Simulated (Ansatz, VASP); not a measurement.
# One calculation of AlN, two programs

The input INCAR:

```
PREC = Accurate ; ENCUT = 520
EDIFF = 1E-6 ; ISMEAR = 0
SIGMA = 0.05 ; LREAL = False
LASPH = True ; NELM = 80
ALGO = Normal ; ISIF = 2
LWAVE = False ; LCHARG = False
GGA = PS ; NBANDS = 36
```

File KPOINTS:

```
regular mesh
0
Gamma
  9 9 2
```

Contents of POSCAR:

```
AlN
1.0
    2.0226209166     -2.0226209166      0.0000000000
    2.0226209166      0.0000000000     -2.0226209166
    8.6972699414      7.4836973914      8.0904836664
Al N
6 6
Direct
    0.5791666667      0.6666666667      0.2916666667
   -0.0375000000      0.0000000000      0.1250000000
    0.1958333333      0.3333333333      0.4583333333
    0.4291666667      0.6666666667      0.7916666667
    0.8125000000      1.0000000000      0.6250000000
    0.0458333333      0.3333333333      0.9583333333
    0.8875000000      0.0000000000      0.3750000000
    0.2708333333      0.3333333333      0.2083333333
    0.5041666667      0.6666666667      0.5416666667
    0.7375000000      1.0000000000      0.8750000000
    0.1208333333      0.3333333333      0.7083333333
    0.6541666667      0.6666666667      0.0416666667
```

Input for Ansatz:

```yaml
crystal:
  lattice:
    - [2.0226209166, -2.0226209166, 0.0]
    - [2.0226209166, 0.0, -2.0226209166]
    - [8.6972699414, 7.4836973914, 8.0904836664]
  atoms:
    - { symbol: Al, position: [0.5791666667, 0.6666666667, 0.2916666667] }
    - { symbol: Al, position: [-0.0375, 0.0, 0.125] }
    - { symbol: Al, position: [0.1958333333, 0.3333333333, 0.4583333333] }
    - { symbol: Al, position: [0.4291666667, 0.6666666667, 0.7916666667] }
    - { symbol: Al, position: [0.8125, 1.0, 0.625] }
    - { symbol: Al, position: [0.0458333333, 0.3333333333, 0.9583333333] }
    - { symbol: "N", position: [0.8875, 0.0, 0.375] }
    - { symbol: "N", position: [0.2708333333, 0.3333333333, 0.2083333333] }
    - { symbol: "N", position: [0.5041666667, 0.6666666667, 0.5416666667] }
    - { symbol: "N", position: [0.7375, 1.0, 0.875] }
    - { symbol: "N", position: [0.1208333333, 0.3333333333, 0.7083333333] }
    - { symbol: "N", position: [0.6541666667, 0.6666666667, 0.0416666667] }
basis:
  ecutwfc: 420
kpoints:
  mp_grid: { grid: [9, 9, 2] }
hamiltonian:
  xc: pbesol
scf:
  occupations: { method: gaussian, width: 0.05 }
output:
  forces: true
  stress: true
  eigenvalues: true
```

Alike in both runs: task single point; functional PBEsol; k mesh 9 × 9 × 2; occupations gaussian, width 0.05 eV; no spin polarisation.

```csv
,VASP,Ansatz
version,VASP 6.6.1,Ansatz 0.2.0
potentials or method,"VASP PAW PBE potentials, release 64 (Al, N), cutoff 520 eV","scalar-relativistic, plane waves, PAW"
valence electrons in the cell,48,48
```

|  | VASP | Ansatz | Ansatz less VASP |
| --- | --- | --- | --- |
| gap on the k mesh at the Fermi level (eV) | 3.95 | 3.97 | +0.017 |
| least direct gap on the mesh (eV) | 4.70 | 4.69 | -0.011 |
| pressure (GPa) | 10.0 | 9.9 | -0.05 |
| traceless stress, the component that is largest in VASP (GPa) | 13.03 | 12.81 | -0.221 |
| rms of the force components (eV/Å) | 2.668 | 2.629 | -0.0392 |

VASP's potentials were made for PBE, not for PBEsol. Atom by atom the forces differ by 0.040 eV/Å (rms over components). With one functional, cell and mesh, what is left measures potentials, basis and numerics.
